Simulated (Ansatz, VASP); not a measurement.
**Two plane-wave programs on P**

```
P
1.0
     1.73341    1.00078    3.08693
    -1.73341    1.00078    3.08693
     0.00000   -2.00157    3.08693
P
2
Direct
  0.22805 0.22805 0.22805
  0.77195 0.77195 0.77195
```

Alike in both runs: functional r2SCAN; k mesh 15 × 15 × 15; occupations gaussian, width 0.1 eV; no spin polarisation.

Ansatz relaxed the structure, and its values are those at the end. VASP's run is a single point on that final structure, the one shown.

|  | VASP | Ansatz |
| --- | --- | --- |
| version | VASP 6.6.1 | Ansatz 0.2.0 |
| potentials or method | VASP PAW PBE potentials, release 64 (P), cutoff 520 eV | scalar-relativistic, plane waves, PAW |
| valence electrons in the cell | 10 | 10 |

```tsv
	VASP	Ansatz	Ansatz less VASP
gap on the k mesh at the Fermi level (eV)	none	none	-
pressure (GPa)	-0.6	0.0	+0.56
rms of the force components (eV/Å)	0.051	0.001	-0.0499
```

VASP's potentials were made for PBE, not for r2SCAN. A gap of «none» marks a metal or a gap that the smearing closes. With one functional, cell and mesh, what is left measures potentials, basis and numerics.
